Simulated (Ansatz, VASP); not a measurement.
**Two plane-wave programs on Te**

Contents of POSCAR:

```
Te
1.0
    4.2079006210      0.0000000000      0.0000000000
   -2.1039503105      3.6441488344      0.0000000000
    0.0000000000      0.0000000000      5.9487470455
Te
3
Direct
    0.2844684963      0.0000000000      0.3333333333
    0.0000000000      0.2844684963      0.6666666667
    0.7155315037      0.7155315037      0.0000000000
```

Contents of INCAR.step1:

```
PREC = Accurate
ENCUT = 520
EDIFF = 1E-5
ISMEAR = -1
SIGMA = 0.02
LREAL = F
LASPH = T
NELM = 60
ALGO = Normal
ISIF = 2
LWAVE = T
LCHARG = F
NBANDS = 16
GGA = PE
KPAR = 4
```

The input INCAR.step2:

```
PREC = Accurate
ENCUT = 520
EDIFF = 1E-6
ISMEAR = -1
SIGMA = 0.02
LREAL = F
LASPH = T
NELM = 60
ALGO = Normal
ISIF = 2
LWAVE = F
LCHARG = F
GGA = PE
LHFCALC = T
HFSCREEN = 0.2079
PRECFOCK = Normal
NBANDS = 16
ISTART = 1
KPAR = 4
```

KPOINTS

```
regular mesh
0
Gamma
  6 6 4
```

Input for Ansatz:

```yaml
crystal:
  lattice:
    - [4.207900621, 0.0, 0.0]
    - [-2.1039503105, 3.6441488344, 0.0]
    - [0.0, 0.0, 5.9487470455]
  atoms:
    - { symbol: Te, position: [0.2844684963, 0.0, 0.3333333333] }
    - { symbol: Te, position: [0.0, 0.2844684963, 0.6666666667] }
    - { symbol: Te, position: [0.7155315037, 0.7155315037, 0.0] }
kpoints:
  mp_grid: { grid: [6, 6, 4] }
  band_path:
    path:
      - [0.0, 0.0, 0.0]
      - [0.5, 0.0, 0.0]
      - [0.3333333333, 0.3333333333, 0.0]
      - [0.0, 0.0, 0.5]
      - [0.5, 0.0, 0.5]
      - [0.3333333333, 0.3333333333, 0.5]
    npoints: 1
hamiltonian:
  xc: hse06
scf:
  occupations: { method: fermi_dirac, width: 0.02 }
  n_extra_bands: 4
output:
  forces: true
  stress: true
  eigenvalues: true
```

Change from the starting cell: biaxial_xy strain -5.9%.

Alike in both runs: task single point; functional HSE06; k mesh 6 × 6 × 4; occupations fermi-dirac, width 0.02 eV; no spin polarisation.

|  | VASP | Ansatz |
| --- | --- | --- |
| version | VASP 6.6.1 | Ansatz 0.2.0 |
| potentials or method | VASP PAW PBE potentials, release 64 (Te) | plane waves, PAW |
| plane-wave cutoff (eV) | 520 | 420 |
| valence electrons in the cell | 18 | 48 |

```csv
,VASP,Ansatz,Ansatz less VASP
pressure (GPa),3.1,3.7,+0.63
"traceless stress, the component that is largest in VASP (GPa)",-0.65,-0.45,+0.197
rms of the force components (eV/Å),0.135,0.128,-0.0070
```

Atom by atom the forces differ by 0.007 eV/Å (rms over components). With one functional, cell and mesh, what is left measures potentials, basis and numerics. VASP's potentials hold 18 valence electrons a cell and Ansatz's 48, so a difference there can come from the potentials and not from the codes. Ansatz's warnings: stress exchange threshold loose, stress scf threshold loose.

Neither program's run includes spin-orbit coupling.
